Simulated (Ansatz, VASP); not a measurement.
# KI in VASP and in Ansatz

```
K I
1.0
     5.07480    0.00000    0.00000
    -2.53740    4.39490    0.00000
     0.00000    0.00000   12.43059
K I
3 3
Cartesian
  0.0000 0.0000 0.0000
  0.0000 2.9299 4.1435
  2.5374 1.4650 8.2871
  2.5374 1.4650 2.0718
  0.0000 0.0000 6.2153
  0.0000 2.9299 10.3588
```

Alike in both runs: functional PBE; k mesh 6 × 6 × 2; occupations gaussian, width 0.02 eV; no spin polarisation.

Ansatz relaxed the structure, and its values are those at the end. VASP's run is a single point on that final structure, the one shown.

|  | VASP | Ansatz |
| --- | --- | --- |
| version | VASP 6.6.1 | Ansatz 0.2.0 |
| potentials or method | VASP PAW PBE potentials, release 64 (K_sv, I), cutoff 520 eV | scalar-relativistic, plane waves, PAW |
| valence electrons in the cell | 48 | 78 |

```csv
,VASP,Ansatz,Ansatz less VASP
gap on the k mesh at the Fermi level (eV),3.86,3.86,+0.004
least direct gap on the mesh (eV),3.86,3.86,+0.004
pressure (GPa),0.0,0.0,-0.02
```

VASP's potentials hold 48 valence electrons a cell and Ansatz's 78, so a difference there can come from the potentials and not from the codes.

Spin-orbit coupling is off throughout.
